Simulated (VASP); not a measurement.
ZrC: single point with PBE

ZrC:

```
CELL_PARAMETERS angstrom
0.00000 2.35021 2.27970
2.35021 0.00000 2.27970
2.35021 2.35021 0.00000
ATOMIC_POSITIONS crystal
Zr 0.50000 0.50000 0.50000
C 0.00000 0.00000 0.00000
```

This cell differs from its parent crystal: strain +0.000 along x and y, -0.030 along z.

```json
{"Program": "VASP 6.6.1", "Task": "single point", "Functional": "PBE", "Potentials or basis": "VASP PAW PBE potentials, release 64 (Zr_sv, C)", "Cutoff": "520 eV", "k mesh": "18 × 18 × 18", "Occupations": "gaussian, width 0.15 eV", "Spin": "no spin polarisation"}
```

```
Pressure               : 9.2 GPa
Band gap on the k mesh : zero (bands 8 and 9 overlap by 1.55 eV)
```

Stress tensor (GPa, compression positive):
```
 4.84  0.00  0.00
 0.00  4.84  0.00
 0.00  0.00 18.01
```

Levels at points of the mesh, in eV from the Fermi level:
| k point | band 4 | band 5 | band 6 | band 7 | band 8 | band 9 | band 10 | band 11 | band 12 | band 13 |
| --- | --- | --- | --- | --- | --- | --- | --- | --- | --- | --- |
| (0.00, 0.00, 0.00) | -25.68 | -11.43 | 0.87 | 0.87 | 0.99 | 0.99 | 1.05 | 1.30 | 2.71 | 3.00 |
| (0.50, 0.00, 0.00) | -25.75 | -8.20 | -5.43 | -3.08 | -3.04 | 4.54 | 4.77 | 5.53 | 6.64 | 10.16 |
| (0.50, 0.50, 0.00) | -26.04 | -10.29 | -1.91 | -1.78 | -0.03 | -0.03 | 4.62 | 5.87 | 5.87 | 8.58 |
| (0.50, 0.00, 0.50) | -25.97 | -10.30 | -2.14 | -1.85 | 0.05 | 0.23 | 4.56 | 5.71 | 6.02 | 8.27 |

It took 2.2 min on 1 thread of Intel(R) Xeon(R) Platinum 8259CL CPU @ 2.50GHz (Skylake/Cascade Lake), with other jobs on the host, peak memory 0.29 GiB.

Caveat: the cell differs from its parent crystal (strain +0.000 along x and y, -0.030 along z); the cell stands under pressure.
